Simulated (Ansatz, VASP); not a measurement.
# Br: VASP beside Ansatz

```
CELL_PARAMETERS angstrom
3.36325 -2.32255 0.00000
3.36325 2.32255 0.00000
0.00000 0.00000 8.70230
ATOMIC_POSITIONS crystal
Br 0.36510 0.63490 0.39010
Br 0.13490 0.86510 0.89010
Br 0.63490 0.36510 0.60990
Br 0.86510 0.13490 0.10990
```

Alike in both runs: functional PBEsol; k mesh 5 × 5 × 3; occupations fermi-dirac, width 0.05 eV; non-collinear spin, spin-orbit coupling.

|  | VASP | Ansatz |
| --- | --- | --- |
| version | VASP 6.6.1 | Ansatz 0.2.0 |
| potentials or method | VASP PAW PBE potentials, release 64 (Br) | Ansatz PAW |
| plane-wave cutoff (eV) | 520 | 420 |
| valence electrons in the cell | 28 | 28 |
| task | single point | band structure |

Ansatz gave:

| Quantity | Value |
| --- | --- |
| pressure (GPa) | 0.2 |
| traceless stress, the component that is largest in VASP (GPa) | 0.79 |
| rms of the force components (eV/Å) | 0.442 |

Which values does VASP return?

Pressure (GPa): 0.2; traceless stress, the component that is largest in VASP (GPa): 0.85; rms of the force components (eV/Å): 0.458.

VASP's potentials were made for PBE, not for PBEsol. Atom by atom the forces differ by 0.016 eV/Å (rms over components). The functional is the same, so the differences come from potentials, cutoffs and numerics.

Noted on Ansatz's run: the k mesh misses the band edges, so the gap on the mesh is wider than the one along the path.
